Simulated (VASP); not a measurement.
# Al35CuN35 (a cell with a defect) in VASP: notebook, part 3 of 4

VASP 6.6.1.

## Step 4: Single point, PBE

INCAR

```
ALGO     = Normal         # electronic algorithm
EDIFF    = 1E-6           # SCF threshold, eV
ENCUT    = 520            # plane-wave cutoff, eV
GGA      = PE             # functional
ISIF     = 2              # what is computed and relaxed
ISMEAR   = -1             # smearing method
LASPH    = T              # aspherical terms in the spheres
LCHARG   = T              # write CHGCAR
LELF     = T              # ELF
LREAL    = Auto         
LVHAR    = T            
LWAVE    = F              # write WAVECAR
NBANDS   = 186            # bands
NELECT   = 292.0        
NELM     = 100            # most SCF steps
PREC     = Accurate       # precision mode
SIGMA    = 0.01           # smearing width, eV
```

KPOINTS

```
Automatic mesh
0
Gamma
  1 1 1
  0.25 0.25 0.25
```

POSCAR

```
Al35CuN35
1.0
    9.3892708692      0.0000000866      0.0000000000
   -4.6946355096      8.1313470524      0.0000000000
    0.0000000000      0.0000000000     10.0348065929
Al N Cu
35 35 1
Direct
    0.2244666309      0.1114474417      0.2504942121
    0.1189881788      0.2263598920      0.5015979816
    0.2225127256      0.1111782023      0.7501424864
    0.1115176236      0.2229363899      1.0010626161
    0.2316452342      0.4488386856      0.2501266262
    0.1184205064      0.5589504905      0.5020453511
    0.2228360319      0.4446501912      0.7499610618
    0.1114879087      0.5551108674      1.0010436037
    0.2244491415      0.7791566668      0.2503955862
    0.1098336888      0.8880157603      0.5005471816
    0.2225405071      0.7779668431      0.7503017732
    0.1109215384      0.8887241496      1.0000821870
    0.5563295820      0.1112600803      0.2512159259
    0.4465820211      0.2252261974      0.4992679002
    0.5550178320      0.1106750421      0.7491698509
    0.4455138541      0.2229898387      0.9993938613
    0.5562591722      0.4449437168      0.2524448494
    0.5523164690      0.4451391800      0.7456956506
    0.4456716746      0.5561932849      0.9946619484
    0.5564341928      0.7778393922      0.2527775965
    0.4467899203      0.8876160655      0.4991961516
    0.5523975668      0.7736067011      0.7454708563
    0.4455531213      0.8890447112      0.9994254598
    0.8906807623      0.1117528897      0.2520921345
    0.7794332680      0.2224927788      0.4999683577
    0.8875386505      0.1095090786      0.7496542358
    0.7780559003      0.2221763272      1.0004499523
    0.8906159209      0.4449610046      0.2518152379
    0.7728691593      0.5542208468      0.4989327994
    0.8874373841      0.4442315174      0.7497942378
    0.7773278808      0.5550668653      0.9998138199
    0.8891873992      0.7776648864      0.2503697703
    0.7730999455      0.8857278840      0.4985275867
    0.8871763957      0.7768503870      0.7491964161
    0.7773027943      0.8886967212      0.9998288066
    0.2227661096      0.1095601488      0.4404536708
    0.1141789084      0.2244650038      0.1931527034
    0.2218421495      0.1113449418      0.9410306485
    0.1099245131      0.2208931216      0.6918610528
    0.1141718700      0.5554104214      0.1930769417
    0.2199232960      0.4434822472      0.9422063993
    0.1098748809      0.5551883159      0.6921042238
    0.2227606773      0.7795744946      0.4404482432
    0.1120284242      0.8888312052      0.1905065090
    0.2218876495      0.7776116924      0.9411471643
    0.1105970710      0.8883085573      0.6912222788
    0.5568001609      0.1117544912      0.4413056404
    0.4453085117      0.2216406205      0.1891037842
    0.5560910070      0.1115713839      0.9400533401
    0.4437179928      0.2206470144      0.6906037987
    0.5569277748      0.4391772062      0.4372632425
    0.4494809068      0.5578058238      0.1852636320
    0.5565801142      0.4438857639      0.9388694312
    0.4396920602      0.5527888678      0.6980301825
    0.5577295216      0.7854975826      0.4372179535
    0.4453183366      0.8894285454      0.1891368408
    0.5566413023      0.7798449976      0.9387829201
    0.4436241061      0.8889630181      0.6906165806
    0.8951826499      0.1147844551      0.4423018416
    0.7795686022      0.2225567157      0.1912317173
    0.8893442474      0.1115186495      0.9409643887
    0.7778843098      0.2218226122      0.6909352561
    0.8945143686      0.4462127171      0.4420753736
    0.7803188349      0.5557166838      0.1900400823
    0.8892676742      0.4446853461      0.9410327089
    0.7772090481      0.5548657026      0.6901142356
    0.8888827794      0.7777876755      0.4404272234
    0.7804016598      0.8903247954      0.1900554702
    0.8887391235      0.7778469681      0.9402110214
    0.7772615792      0.8882197697      0.6900149444
    0.3799826527      0.5222191997      0.4862504245
```

Potentials or basis: VASP PAW PBE potentials, release 64 (Al, N, Cu).

The run is started by

```bash
$ cat potpaw_PBE.64/Al/POTCAR potpaw_PBE.64/N/POTCAR potpaw_PBE.64/Cu/POTCAR > POTCAR
$ mpirun -np 1 vasp_std > vasp.out
```

OUTCAR:

```text
EDIFF = 1E-6
   ENCUT = 520
   GGA = PE
   ISIF = 2
   ISMEAR = -1
   LASPH = T
   LREAL = Auto
   NELECT = 292.0
   NELM = 100
   PREC = Accurate

 ion  position               nearest neighbor table
   1  0.224  0.111  0.250-  48 1.90  37 1.90  36 1.91  44 1.91  14 3.08   2 3.09  16 3.10  12 3.10
                             4 3.10  10 3.10  13 3.12   9 3.12  17 3.12   5 3.13  24 3.14  32 3.14
   2  0.119  0.226  0.502-  36 1.90  39 1.91  59 1.91  71 2.63   7 3.06   3 3.06  14 3.08   1 3.09
                             5 3.10  24 3.12  26 3.12   6 3.13  10 3.13  25 3.17  33 3.22
   3  0.223  0.111  0.750-  50 1.90  39 1.90  46 1.91  38 1.92   2 3.06  16 3.09  12 3.09  10 3.09
                             4 3.10  14 3.11  18 3.12  15 3.12  11 3.13   7 3.13  26 3.14  34 3.14
   4  0.112  0.223  0.001-  41 1.89  38 1.90  61 1.90  37 1.93  24 3.09   1 3.10   7 3.10   3 3.10
                             5 3.10  26 3.11   8 3.12  27 3.13  19 3.13  12 3.14  16 3.14  35 3.14
   5  0.232  0.449  0.250-  52 1.89  40 1.91  37 1.91  71 2.66  17 3.07  20 3.07  19 3.10   4 3.10
                             2 3.10   8 3.11   6 3.11   1 3.13   9 3.14  24 3.18  28 3.18
   6  0.118  0.559  0.502-  43 1.90  42 1.91  63 1.92  71 2.65   7 3.06  11 3.06  21 3.08   9 3.10
                             5 3.11  30 3.12  28 3.12   2 3.13  10 3.13  25 3.17  29 3.22
   7  0.223  0.445  0.750-  54 1.84  42 1.91  39 1.91  41 1.93  71 2.94  19 3.05   6 3.06   2 3.06
                            18 3.09  22 3.09   4 3.10   8 3.10   3 3.13  11 3.13  30 3.15  26 3.15
   8  0.111  0.555  0.001-  41 1.88  65 1.90  45 1.91  40 1.93  28 3.09   9 3.10   7 3.10  11 3.10
                             5 3.11  30 3.11   4 3.12  27 3.13  19 3.13  12 3.14  23 3.14  31 3.14
   9  0.224  0.779  0.250-  56 1.90  44 1.90  43 1.91  40 1.91  21 3.08  23 3.09   8 3.10   6 3.10
[... 86 lines left out ...]
  69  0.889  0.778  0.940-  12 1.90  35 1.90  31 1.91  34 1.92
  70  0.777  0.888  0.690-  34 1.89  26 1.90  22 1.91  33 1.92
  71  0.380  0.522  0.486-  54 2.18  51 2.21  55 2.24   2 2.63   6 2.65   5 2.66   7 2.94

  LATTYP: Found a hexagonal cell.
 ALAT       =     9.3892708692
 C/A-ratio  =     1.0687524870

  Lattice vectors:

 A1 = (   9.3892708692,   0.0000000866,   0.0000000000)
 A2 = (  -4.6946355096,   8.1313470524,   0.0000000000)
 A3 = (   0.0000000000,   0.0000000000,  10.0348065929)

Analysis of symmetry for initial positions (statically):
=====================================================================
 Subroutine PRICEL returns:
 Original cell was already a primitive cell.

 Routine SETGRP: Setting up the symmetry group for a
 hexagonal supercell.

 Subroutine GETGRP returns: Found  1 space group operations
 (whereof  1 operations were pure point group operations)
 out of a pool of 24 trial point group operations.

The static configuration has the point symmetry C_1 .

Analysis of symmetry for dynamics (positions and initial velocities):
=====================================================================
 Subroutine PRICEL returns:
 Original cell was already a primitive cell.

 Routine SETGRP: Setting up the symmetry group for a
 hexagonal supercell.

 Subroutine GETGRP returns: Found  1 space group operations
 (whereof  1 operations were pure point group operations)
 out of a pool of 24 trial point group operations.

The dynamic configuration has the point symmetry C_1 .

 Subroutine INISYM returns: Found  1 space group operations
 (whereof  1 operations are pure point group operations),
 and found     1 'primitive' translations

[... 190 lines left out ...]
 -0.250000  0.500000  0.250000      2.000000
  0.500000  0.250000  0.250000      2.000000
 -0.250000 -0.250000  0.250000      2.000000
  0.250000  0.500000  0.250000      2.000000
  0.500000 -0.250000  0.250000      2.000000
   k-points           NKPTS =      6   k-points in BZ     NKDIM =      6   number of bands    NBANDS=    186
   number of dos      NEDOS =    301   number of ions     NIONS =     71
   total plane-waves  NPLWV = 392000
[... 20 lines left out ...]
   TEBEG  =    0.0;   TEEND  =   0.0 temperature during run
   PSTRESS=    0.0 pullay stress
   NELECT =     292.0000    total number of electrons
   NUPDOWN=      -1.0000    fix difference up-down
   EMIN   =  10.00;   EMAX   =-10.00  energy-range for DOS
   EFERMI =   0.00;   METHOD = LEGACY
   ISMEAR =    -1;   SIGMA  =   0.01  broadening in eV -4-tet -1-fermi 0-gaus
   EFERMI_NEDOS =   21; number of points for ismear=-14 and -15
   IALGO  =     38    algorithm
   IMIX   =      4    mixing-type and parameters
     AMIX     =   0.40;   BMIX     =  1.00
     AMIX_MAG =   1.60;   BMIX_MAG =  1.00
  volume/ion in A,a.u.               =      10.79        72.82
  Fermi-wavevector in a.u.,A,eV,Ry     =   1.186956  2.243022 19.168769  1.408865
  Thomas-Fermi vector in A             =   2.323118
   LORBIT       =      0    0 simple, 1 ext, 2 COOP (PROOUT), +10 PAW based schemes
   GGA     = PE    functional components
   LHFCALC =     F    Hartree Fock is set to
   AEXX    =    0.0000 exact exchange contribution
   IVDW    =     0    specifies the selected vdW correction
   LEPSILON=     F    determine dielectric tensor
   LRPA    =     F    only Hartree local field effects (RPA)
 non-spin polarized calculation
  energy-cutoff  :      520.00
  volume of cell :      766.13
 maximum number of plane-waves:     20622
 NGX is ok and might be reduce to    70
   NGX = 35   NGY = 35   NGZ = 37

 number of electron     291.9999998 magnetization

 Free energy of the ion-electron system (eV)
  ---------------------------------------------------
  ext. energy  EPLUGINS =         0.00000000
  ---------------------------------------------------
  free energy    TOTEN  =      -513.79198439 eV

  energy without entropy =     -513.79198439  energy(sigma->0) =     -513.79198439

 E-fermi :   7.0922     XC(G=0): -10.8318

 val. band max:        6.7778721451   @ k =  -0.2500   0.5000   0.2500
 cond. band min:       9.8854949591   @ k =   0.5000   0.2500   0.2500
 fundamental gap:      3.1076228141
 Fermi energy:         7.0921598509

 k-point     1 :       0.2500    0.2500    0.2500
  band No.  band energies     occupation
      1      -8.9386      2.00000
      2      -8.6555      2.00000
      3      -8.5702      2.00000
      4      -8.4752      2.00000
      5      -8.2410      2.00000
      6      -8.0882      2.00000
[... 955 lines left out ...]
    157      11.7458      0.00000
    158      11.8485      0.00000
 [bands above 158 left out]

------------------------ aborting loop because EDIFF is reached ----------------------------------------

  FORCE on cell =-STRESS in cart. coord.  units (eV):
  Direction    XX          YY          ZZ          XY          YZ          ZX
  --------------------------------------------------------------------------------------
  -------------------------------------------------------------------------------------
  Total        3.5187109      5.3280054     10.8806289     -2.9224580     -1.4387385     -2.4872842
  in kB        7.3585255     11.1422235     22.7541810     -6.1116080     -3.0087706     -5.2015480
  external PRESSURE =      13.7516433 kB  Pullay stress =       0.0000000 kB

 VOLUME and BASIS-vectors are now :
 -----------------------------------------------------------------------------
  energy-cutoff  :      520.00
  volume of cell :      766.13
      direct lattice vectors                 reciprocal lattice vectors
     9.389270869  0.000000087  0.000000000     0.106504542  0.061490427  0.000000000
    -4.694635510  8.131347052  0.000000000    -0.000000001  0.122980853  0.000000000
     0.000000000  0.000000000 10.034806593     0.000000000  0.000000000  0.099653141

 POSITION                                       TOTAL-FORCE (eV/Angst)
 -----------------------------------------------------------------------------------
      1.58437      0.90622      2.51366         0.030897     -0.015889      0.002830
      0.05454      1.84061      5.03344        -0.006053     -0.014174      0.017570
      1.56729      0.90403      7.52753         0.032566     -0.012028      0.005634
      0.00046      1.81277      0.01066        -0.026090      0.010046      0.004731
      0.06785      3.64966      2.50997         0.006591     -0.012957      0.004387
     -1.51219      4.54502      5.03793        -0.012003     -0.003415     -0.038376
[... 63 lines left out ...]
      3.12805      7.22242      6.92417        -0.044025      0.025224     -0.014163
      1.11613      4.24635      4.87943        -0.010593      0.036756     -0.021783
 -----------------------------------------------------------------------------------
    total drift:                                0.002936      0.005510      0.025284

  FREE ENERGIE OF THE ION-ELECTRON SYSTEM (eV)
  ---------------------------------------------------
  free  energy   TOTEN  =      -513.7919843855 eV

  energy  without entropy=     -513.7919843855  energy(sigma->0) =     -513.79198439
```

Run time: 44 min. Hardware: 1 thread of Intel Xeon Platinum 8259CL at 2.50GHz (Skylake/Cascade Lake), shared host; peak memory 1.1 GiB.

What came out:

```yaml
Free_energy: -513.7920 eV
Largest_force: 0.083 eV/Å
```

Forces on the atoms (eV/Å):
```
Al   0.031 -0.016  0.003
Al  -0.006 -0.014  0.018
Al   0.033 -0.012  0.006
Al  -0.026  0.010  0.005
Al   0.007 -0.013  0.004
Al  -0.012 -0.003 -0.038
Al   0.023 -0.009  0.009
Al  -0.027  0.016  0.004
Al   0.024 -0.014  0.019
Al   0.010  0.025 -0.022
Al   0.028 -0.016 -0.002
Al  -0.028  0.016  0.006
Al   0.022 -0.010  0.002
Al  -0.017  0.029 -0.010
Al   0.027 -0.011  0.005
Al  -0.023  0.015 -0.004
Al   0.030 -0.016  0.013
Al   0.030 -0.009 -0.007
Al  -0.017  0.015 -0.001
Al   0.023 -0.022 -0.041
Al  -0.078  0.017  0.020
Al   0.023 -0.024  0.007
Al  -0.028  0.018  0.000
Al   0.023 -0.007 -0.022
Al  -0.046  0.044  0.004
Al   0.021 -0.008  0.008
Al  -0.028  0.014  0.000
Al   0.024 -0.010  0.023
Al  -0.011 -0.026 -0.026
Al   0.026 -0.014 -0.005
Al  -0.030  0.013  0.001
Al   0.029 -0.020 -0.002
Al   0.048 -0.040  0.054
Al   0.032 -0.022  0.004
Al  -0.027  0.015 -0.001
N    0.017 -0.025  0.015
N   -0.034  0.011 -0.001
N    0.042 -0.024  0.001
N   -0.021  0.021 -0.002
N   -0.035  0.018  0.009
N    0.039 -0.023 -0.005
N   -0.022  0.011 -0.002
N    0.011 -0.010  0.018
N   -0.043  0.026 -0.003
N    0.038 -0.026 -0.008
N   -0.037  0.018  0.002
N    0.043 -0.015 -0.005
N   -0.039  0.023 -0.002
N    0.040 -0.025  0.000
N   -0.042  0.017  0.004
N    0.054 -0.032  0.008
N   -0.030  0.015 -0.007
N    0.045 -0.028  0.002
N   -0.034  0.031  0.019
N    0.016 -0.037  0.001
N   -0.033  0.018 -0.003
N    0.039 -0.025 -0.007
N   -0.029  0.019 -0.006
N   -0.019  0.018 -0.043
N   -0.032  0.016  0.005
N    0.036 -0.021  0.003
N   -0.035  0.017 -0.003
N    0.023  0.015  0.006
N   -0.039  0.027 -0.005
N    0.038 -0.024  0.004
N   -0.042  0.026  0.006
N    0.025 -0.006  0.005
N   -0.037  0.022  0.002
N    0.039 -0.021 -0.003
N   -0.044  0.025 -0.014
Cu  -0.011  0.037 -0.022
```

Caveat: the cell carries a net charge on a neutralising background, which shifts energy and pressure; the cell is charged against a uniform background, so pressure and absolute levels hang on convention.

(Continued in part 4 of 4.)
